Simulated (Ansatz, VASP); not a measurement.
**One calculation of Al2O3, two programs**

INCAR

```
PREC = Accurate ; ENCUT = 520
EDIFF = 1E-7 ; ISMEAR = 0
SIGMA = 0.011 ; LREAL = F
LASPH = T ; NELM = 80
ALGO = Normal ; ISIF = 2
LWAVE = F ; LCHARG = F
GGA = PE ; NBANDS = 20
```

The input KPOINTS:

```
regular mesh
0
Gamma
  11 11 3
```

The input POSCAR:

```
Al2O3
1.0
    2.8843249483      0.0000000000      0.0000000000
   -1.4421624742      2.4978986780      0.0000000000
    0.0000000000      0.0000000000      9.3367544600
Al O
2 3
Direct
    0.0000000000      0.0000000000      0.8500076700
    0.0000000000      0.0000000000      0.1499923300
    0.3333333333      0.6666666667      0.7776830800
    0.6666666667      0.3333333333      0.0000000000
    0.3333333333      0.6666666667      0.2223169200
```

input.yaml

```yaml
crystal:
  lattice:
    - [2.8843249483, 0.0, 0.0]
    - [-1.4421624742, 2.497898678, 0.0]
    - [0.0, 0.0, 9.33675446]
  atoms:
    - { symbol: Al, position: [0.0, 0.0, 0.85000767] }
    - { symbol: Al, position: [0.0, 0.0, 0.14999233] }
    - { symbol: O, position: [0.3333333333, 0.6666666667, 0.77768308] }
    - { symbol: O, position: [0.6666666667, 0.3333333333, 0.0] }
    - { symbol: O, position: [0.3333333333, 0.6666666667, 0.22231692] }
hamiltonian:
  xc: pbe
  pseudopotentials: { kind: paw }
kpoints:
  mp_grid: { grid: [11, 11, 3] }
scf:
  occupations: { method: gaussian, width: 0.011 }
output:
  forces: true
  stress: true
  eigenvalues: true
```

Alike in both runs: task single point; functional PBE; k mesh 11 × 11 × 3; occupations gaussian, width 0.011 eV; no spin polarisation.

```csv
,VASP,Ansatz
version,VASP 6.6.1,Ansatz 0.2.0
potentials or method,"VASP PAW PBE potentials, release 64 (Al, O)",Ansatz PAW
plane-wave cutoff (eV),520,420
valence electrons in the cell,24,24
```

Ansatz gave:

| Property | Result |
| --- | --- |
| gap on the k mesh at the Fermi level (eV) | 4.79 |
| least direct gap on the mesh (eV) | 5.03 |
| pressure (GPa) | 0.1 |
| traceless stress, the component that is largest in VASP (GPa) | 0.04 |
| rms of the force components (eV/Å) | 0.022 |

Question: What did VASP give for the same quantities?

Answer: gap on the k mesh at the Fermi level (eV): 4.77; least direct gap on the mesh (eV): 5.01; pressure (GPa): 0.1; traceless stress, the component that is largest in VASP (GPa): -0.17; rms of the force components (eV/Å): 0.005.

Atom by atom the forces differ by 0.017 eV/Å (rms over components). The functional is the same, so the differences come from potentials, cutoffs and numerics.

Noted on Ansatz's run: odd divisions of the mesh miss points on the zone boundary, where band edges often lie, so the gap on the mesh can be too wide.
